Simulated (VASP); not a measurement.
Runs of VASP 6.6.1 on Ge. The structure is that of space group Fd-3m (No. 227), or close to it. The cells are those of the table. 

```csv
task,cell,smearing,gap on the mesh (eV),pressure (GPa),relaxed volume (Å³/atom)
relaxation of cell and atoms,"relaxed from a = 4.001 Å, angles 60.0°, 2 atoms",gaussian 0.1 eV,none,0.0,(a)
single point,"a = 4.076 Å, angles 60.0°, 2 atoms",fermi-dirac 0.15 eV,none,-0.1,-
single point,"a = 4.074 Å, angles 60.0°, 2 atoms",gaussian 0.1 eV,none,-0.1,-
relaxation of cell and atoms,"relaxed from a = 4.074 Å, angles 60.0°, 2 atoms",fermi-dirac 0.15 eV,none,0.0,23.89
```

Alike in all rows: level PBE; potentials or basis VASP PAW PBE potentials, release 64 (Ge_d); no spin polarisation.

**Question.** Fill in the values left out.

**Answer.** (a) 23.84.

Caveats: semilocal functionals underestimate gaps, and a narrow one can read as zero.

A k mesh can miss the band edges, and the runs leave out spin-orbit coupling on Ge.

A gap of «none» marks levels without a gap at the run's occupations.
